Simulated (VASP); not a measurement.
# Ge (I4_1/amd) in VASP: single point with PBEsol

Aim: the single point of Ge with PBEsol.

All numbers are computed with VASP 6.6.1; they aren't measurements. Logs are shortened: lines on timing, memory, paths and dates and some standing lists are left out, and cuts for length are marked.

## Step 1: The cell of the first run

Symmetry: I4_1/amd, No. 141, tetragonal system. Conventional cell: a = 5.149 Å, b = 5.149 Å, c = 2.795 Å, α = 90.00°, β = 90.00°, γ = 90.00°. Within 3.5 Å of Ge (site symmetry -4m2) lie 10 Ge at 2.67 to 3.32 Å.

## Step 2: Single point, PBEsol

The input, INCAR:

```
SYSTEM = Ge
ALGO = Normal ; EDIFF = 1E-6
ENCUT = 520 ; GGA = PS
ISIF = 2 ; ISMEAR = 0
LASPH = .TRUE. ; LCHARG = .FALSE.
LREAL = .FALSE. ; LWAVE = .FALSE.
NBANDS = 21 ; NELM = 100
PREC = Accurate ; SIGMA = 0.15
```

The input, KPOINTS:

```
k-points
0
G
  22 22 22
  0 0 0
```

The input, POSCAR:

```
Ge
1.0
   -2.5744897190      2.5744897190      1.3974126432
    2.5744897190     -2.5744897190      1.3974126432
    2.5744897190      2.5744897190     -1.3974126432
Ge
2
Direct
    0.2500000000      0.7500000000      0.5000000000
    0.5000000000      0.5000000000      0.0000000000
```

Potentials or basis: VASP PAW PBE potentials, release 64 (Ge_d).

Run with:

```
$ cat potpaw_PBE.64/Ge_d/POTCAR > POTCAR
$ mpirun -np 1 vasp_std > vasp.out
```

OUTCAR:

```text
SYSTEM = Ge
   EDIFF = 1E-6
   ENCUT = 520
   GGA = PS
   ISIF = 2
   ISMEAR = 0
   LASPH = .TRUE.
   LREAL = .FALSE.
   NELM = 100
   PREC = Accurate

 ion  position               nearest neighbor table
   1  0.250  0.750  0.500-   2 2.67   2 2.67   2 2.67   2 2.67
   2  0.500  0.500  0.000-   1 2.67   1 2.67   1 2.67   1 2.67

  LATTYP: Found a body centered tetragonal cell.
 ALAT       =     5.1489794380
 C/A-ratio  =     0.5427920853

  Lattice vectors:

 A1 = (  -2.5744897190,   2.5744897190,   1.3974126432)
 A2 = (   2.5744897190,  -2.5744897190,   1.3974126432)
 A3 = (   2.5744897190,   2.5744897190,  -1.3974126432)

Analysis of symmetry for initial positions (statically):
=====================================================================
 Subroutine PRICEL returns:
 Original cell was already a primitive cell.

 Routine SETGRP: Setting up the symmetry group for a
 body centered tetragonal supercell.

 Subroutine GETGRP returns: Found 16 space group operations
 (whereof  8 operations were pure point group operations)
 out of a pool of 16 trial point group operations.

The static configuration has the point symmetry D_2d.
 The point group associated with its full space group is D_4h.

Analysis of symmetry for dynamics (positions and initial velocities):
=====================================================================
 Subroutine PRICEL returns:
 Original cell was already a primitive cell.

 Routine SETGRP: Setting up the symmetry group for a
 body centered tetragonal supercell.

 Subroutine GETGRP returns: Found 16 space group operations
 (whereof  8 operations were pure point group operations)
 out of a pool of 16 trial point group operations.

The dynamic configuration has the point symmetry D_2d.
 The point group associated with its full space group is D_4h.

 Subroutine INISYM returns: Found 16 space group operations
 (whereof  8 operations are pure point group operations),
 and found     1 'primitive' translations

----------------------------------------------------------------------------------------

                                     Primitive cell

  volume of cell :      37.0482

  direct lattice vectors                    reciprocal lattice vectors
    -2.574489719  2.574489719  1.397412643     0.000000000  0.194213244  0.357804119
     2.574489719 -2.574489719  1.397412643     0.194213244  0.000000000  0.357804119
     2.574489719  2.574489719 -1.397412643     0.194213244  0.194213244  0.000000000

  length of vectors
     3.899840602  3.899840602  3.899840602     0.407114937  0.407114937  0.274659004

  position of ions in fractional coordinates (direct lattice)
     0.250000000  0.750000000  0.500000000
     0.500000000  0.500000000  0.000000000

  ion indices of the primitive-cell ions
   primitive index   ion index
                 1           1
                 2           2

----------------------------------------------------------------------------------------

 KPOINTS: k-points

Automatic generation of k-mesh.
 Grid dimensions read from file:
 generate k-points for:   22   22   22

 Generating k-lattice:

  Cartesian coordinates                     Fractional coordinates (reciprocal lattice)
     0.000000000  0.008827875  0.016263824     0.045454545 -0.000000000  0.000000000
     0.008827875  0.000000000  0.016263824    -0.000000000  0.045454545  0.000000000
     0.008827875  0.008827875  0.000000000     0.000000000  0.000000000  0.045454545

  Length of vectors
     0.018505224  0.018505224  0.012484500

  Shift w.r.t. Gamma in fractional coordinates (k-lattice)
     0.000000000  0.000000000  0.000000000

 Subroutine IBZKPT returns following result:
 ===========================================

 Found    834 irreducible k-points:

 Following reciprocal coordinates:
            Coordinates               Weight
  0.000000  0.000000  0.000000      1.000000
  0.045455  0.000000 -0.000000      8.000000
  0.090909  0.000000 -0.000000      8.000000
  0.136364  0.000000 -0.000000      8.000000
  0.181818  0.000000 -0.000000      8.000000
  0.227273  0.000000 -0.000000      8.000000
[... 16 lines left out ...]
  0.500000  0.045455 -0.000000     16.000000
 -0.454545  0.045455  0.000000     16.000000
 [... further k-points ...]
   k-points           NKPTS =    834   k-points in BZ     NKDIM =    834   number of bands    NBANDS=     21
   number of dos      NEDOS =    301   number of ions     NIONS =      2
   total plane-waves  NPLWV =  27000
   dimension x,y,z NGX =    30 NGY =   30 NGZ =   30
   dimension x,y,z NGXF=    60 NGYF=   60 NGZF=   60
   ions per type =               2
   NGX,Y,Z   is equivalent  to a cutoff of  12.79, 12.79, 12.79 a.u.
   NGXF,Y,Z  is equivalent  to a cutoff of  25.58, 25.58, 25.58 a.u.
 SYSTEM =  Ge
   PREC   = accura    normal or accurate (medium, high low for compatibility)
   ISTART =      0    job   : 0-new  1-cont  2-samecut
   ICHARG =      2    charge: 1-file 2-atom 10-const
   ISPIN  =      1    spin polarized calculation?
   LNONCOLLINEAR =      F non collinear calculations
   LSORBIT =      F    spin-orbit coupling
   LASPH  =      T    aspherical Exc in radial PAW
   ENCUT  =  520.0 eV  38.22 Ry    6.18 a.u.   7.25  7.25  7.25*2*pi/ulx,y,z
   NELM   =    100;   NELMIN=  2; NELMDL= -5     # of ELM steps
   EDIFF  = 0.1E-05   stopping-criterion for ELM
   LREAL  =      F    real-space projection
   EDIFFG = 0.1E-04   stopping-criterion for IOM
   NSW    =      0    number of steps for IOM
   IBRION =     -1    ionic relax: 0-MD 1-quasi-New 2-CG
   NFREE  =      0    steps in history (QN), initial steepest desc. (CG)
   ISIF   =      2    stress and relaxation
   ISYM   =      2    0-nonsym 1-usesym 2-fastsym
   POTIM  = 0.5000    time-step for ionic-motion
   TEBEG  =    0.0;   TEEND  =   0.0 temperature during run
   PSTRESS=    0.0 pullay stress
   NELECT =      28.0000    total number of electrons
   NUPDOWN=      -1.0000    fix difference up-down
   EMIN   =  10.00;   EMAX   =-10.00  energy-range for DOS
   EFERMI =   0.00;   METHOD = LEGACY
   ISMEAR =     0;   SIGMA  =   0.15  broadening in eV -4-tet -1-fermi 0-gaus
   EFERMI_NEDOS =   21; number of points for ismear=-14 and -15
   IALGO  =     38    algorithm
   IMIX   =      4    mixing-type and parameters
     AMIX     =   0.40;   BMIX     =  1.00
     AMIX_MAG =   1.60;   BMIX_MAG =  1.00
  volume/ion in A,a.u.               =      18.52       125.01
  Fermi-wavevector in a.u.,A,eV,Ry     =   1.491209  2.817976 30.255333  2.223704
  Thomas-Fermi vector in A             =   2.603893
   LORBIT       =      0    0 simple, 1 ext, 2 COOP (PROOUT), +10 PAW based schemes
   GGA     = PS    functional components
   LHFCALC =     F    Hartree Fock is set to
   AEXX    =    0.0000 exact exchange contribution
   IVDW    =     0    specifies the selected vdW correction
   LEPSILON=     F    determine dielectric tensor
   LRPA    =     F    only Hartree local field effects (RPA)
 non-spin polarized calculation
 Gauss-broadening in eV      SIGMA  =   0.15
  energy-cutoff  :      520.00
  volume of cell :       37.05
 maximum number of plane-waves:      1029
 NGX is ok and might be reduce to    30
   NGX = 15   NGY = 15   NGZ = 15

 number of electron      28.0000028 magnetization

 Free energy of the ion-electron system (eV)
  ---------------------------------------------------
  ext. energy  EPLUGINS =         0.00000000
  ---------------------------------------------------
  free energy    TOTEN  =        -9.54112733 eV

  energy without entropy =       -9.53245067  energy(sigma->0) =       -9.53678900

 E-fermi :   6.6461     XC(G=0): -11.4697

 val. band max:        6.6441385539   @ k =   0.5000   0.3182   0.0909
 cond. band min:       6.6479500107   @ k =  -0.3182   0.3182   0.1818
 fundamental gap:      0.0038114568
 Fermi energy:         6.6461258295

 k-point     1 :       0.0000    0.0000    0.0000
  band No.  band energies     occupation
      1     -18.0148      2.00000
      2     -17.9705      2.00000
      3     -17.9390      2.00000
      4     -17.9382      2.00000
      5     -17.8316      2.00000
      6     -17.8316      2.00000
[... 13 lines left out ...]
     20      18.2214      0.00000
     21      19.1970      0.00000

 k-point     2 :       0.0455    0.0000   -0.0000
  band No.  band energies     occupation
      1     -18.0140      2.00000
      2     -17.9677      2.00000
      3     -17.9379      2.00000
      4     -17.9347      2.00000
      5     -17.8342      2.00000
      6     -17.8340      2.00000
[... 13 lines left out ...]
     20      18.2630      0.00000
     21      19.4268      0.00000

 k-point     3 :       0.0909    0.0000   -0.0000
  band No.  band energies     occupation
      1     -18.0115      2.00000
      2     -17.9594      2.00000
      3     -17.9347      2.00000
      4     -17.9248      2.00000
      5     -17.8403      2.00000
      6     -17.8389      2.00000
[... 13 lines left out ...]
     20      18.1130      0.00000
     21      18.7379      0.00000

 k-point     4 :       0.1364    0.0000   -0.0000
  band No.  band energies     occupation
      1     -18.0074      2.00000
      2     -17.9469      2.00000
      3     -17.9297      2.00000
      4     -17.9106      2.00000
      5     -17.8485      2.00000
      6     -17.8433      2.00000
[... 13 lines left out ...]
     20      17.3161      0.00000
     21      17.8019      0.00000

 k-point     5 :       0.1818    0.0000   -0.0000
  band No.  band energies     occupation
      1     -18.0017      2.00000
      2     -17.9322      2.00000
      3     -17.9233      2.00000
      4     -17.8958      2.00000
      5     -17.8579      2.00000
      6     -17.8445      2.00000
[... 13 lines left out ...]
     20      16.4861      0.00000
     21      17.3239      0.00000
[... 382 lines left out ...]
     20      17.4970      0.00000
     21      19.3588      0.00000

 k-point    22 :       0.4545    0.0455   -0.0000
  band No.  band energies     occupation
      1     -17.9695      2.00000
      2     -17.9258      2.00000
      3     -17.9201      2.00000
      4     -17.8902      2.00000
      5     -17.8665      2.00000
      6     -17.8633      2.00000
[... 13 lines left out ...]
     20      18.2743      0.00000
     21      18.8166      0.00000

 k-point    23 :       0.5000    0.0455   -0.0000
  band No.  band energies     occupation
      1     -17.9684      2.00000
      2     -17.9263      2.00000
      3     -17.9191      2.00000
      4     -17.8906      2.00000
      5     -17.8656      2.00000
      6     -17.8630      2.00000
[... 13 lines left out ...]
     20      18.2795      0.00000
     21      18.7750      0.00000

 k-point    24 :      -0.4545    0.0455    0.0000
  band No.  band energies     occupation
      1     -17.9700      2.00000
      2     -17.9213      2.00000
      3     -17.9157      2.00000
      4     -17.8930      2.00000
      5     -17.8656      2.00000
      6     -17.8628      2.00000
[... 13 lines left out ...]
     20      17.4565      0.00000
     21      19.2059      0.00000

 [... further k-points ...]

------------------------ aborting loop because EDIFF is reached ----------------------------------------

  FORCE on cell =-STRESS in cart. coord.  units (eV):
  Direction    XX          YY          ZZ          XY          YZ          ZX
  --------------------------------------------------------------------------------------
  -------------------------------------------------------------------------------------
  Total       -0.2477718     -0.2477718     -0.0692739      0.0000000      0.0000000      0.0000000
  in kB      -10.7150824    -10.7150824     -2.9958021      0.0000000      0.0000000      0.0000000
  external PRESSURE =      -8.1419890 kB  Pullay stress =       0.0000000 kB

 VOLUME and BASIS-vectors are now :
 -----------------------------------------------------------------------------
  energy-cutoff  :      520.00
  volume of cell :       37.05
      direct lattice vectors                 reciprocal lattice vectors
    -2.574489719  2.574489719  1.397412643     0.000000000  0.194213244  0.357804119
     2.574489719 -2.574489719  1.397412643     0.194213244  0.000000000  0.357804119
     2.574489719  2.574489719 -1.397412643     0.194213244  0.194213244  0.000000000

 POSITION                                       TOTAL-FORCE (eV/Angst)
 -----------------------------------------------------------------------------------
      2.57449      0.00000      0.69871         0.000000      0.000000     -0.000000
      0.00000      0.00000      1.39741        -0.000000     -0.000000      0.000000
 -----------------------------------------------------------------------------------
    total drift:                                0.000000     -0.000000      0.000000

  FREE ENERGIE OF THE ION-ELECTRON SYSTEM (eV)
  ---------------------------------------------------
  free  energy   TOTEN  =        -9.5411273304 eV

  energy  without entropy=       -9.5324506745  energy(sigma->0) =       -9.53678900
```

Wall time 7.8 min (1 thread of Intel Xeon Platinum 8124M at 3.00GHz (Skylake/Cascade Lake), shared host); peak memory 0.58 GiB.

Results:

| Item | Value |
| --- | --- |
| Free energy | -9.5411 eV |
| Pressure | -0.8 GPa |
| Band gap on the k mesh | zero (bands 14 and 15 overlap by 5.34 eV) |

Levels at points of the mesh, in eV from the Fermi level:
```tsv
k point	band 12	band 13	band 14	band 15	band 16	band 17
(0.00, 0.00, 0.00)	-4.06	-2.33	-2.33	3.26	7.60	7.60
(0.50, 0.00, 0.00)	-6.38	-2.63	-2.00	-1.34	2.47	3.57
(0.50, 0.50, 0.00)	-10.56	0.62	0.62	1.91	1.91	7.54
(0.50, 0.50, 0.50)	-8.87	-5.92	-5.92	6.17	6.17	11.02
```

Caveat: the PAW data sets were made with another functional, which shifts forces and pressure a little.
